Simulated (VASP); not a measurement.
Wanted: the native input for a VASP 6.6.1 run.

| Property | Result |
| --- | --- |
| Task | single point |
| Functional | PBEsol |
| Potentials or basis | VASP PAW PBE potentials, release 64 (Si) |
| Cutoff | 520 eV |
| k mesh | 6 × 6 × 4 |
| Occupations | gaussian, width 0.1 eV |
| Spin | no spin polarisation |
| Dipole correction | no |
| Further INCAR settings | ALGO = Normal; EDIFF = 1e-06; NBANDS = 16 |

The structure of Si lies in POSCAR:

```
Si
1.0
    3.7972341778      0.0000000000      0.0000000000
   -1.8986170889      3.2885012620      0.0000000000
    0.0000000000      0.0000000000      6.2667361969
Si
4
Direct
    0.6666666667      0.3333333333      0.0629118567
    0.3333333333      0.6666666667      0.5629118567
    0.6666666667      0.3333333333      0.4370881433
    0.3333333333      0.6666666667      0.9370881433
```

This isn't the form of Si at room conditions, which is diamond.

One way to write it, as run:

INCAR

```
SYSTEM = Si
ALGO = Normal
EDIFF = 1E-6
ENCUT = 520
GGA = PS
ISIF = 2
ISMEAR = 0
LASPH = .True.
LCHARG = .False.
LREAL = .False.
LWAVE = .False.
NBANDS = 16
NELM = 80
PREC = Accurate
SIGMA = 0.1
```

KPOINTS

```
k-points
0
Gamma
  6 6 4
  0 0 0
```

Potentials or basis: VASP PAW PBE potentials, release 64 (Si).

Run with:

```sh
$ cat potpaw_PBE.64/Si/POTCAR > POTCAR
$ mpirun -np 1 vasp_std > vasp.out
```

It gave:

The pressure is 2.5 GPa and the largest force is 0.006 eV/Å. The band gap on the k mesh is 0.23 eV (least direct gap 1.01 eV).

Caveat: semilocal functionals underestimate gaps, and a narrow one can read as zero; the PAW data sets were made with another functional, which shifts forces and pressure a little.

Run time: 28 s on 1 thread of Intel Xeon 8259CL (shared host), peak memory 0.18 GiB.
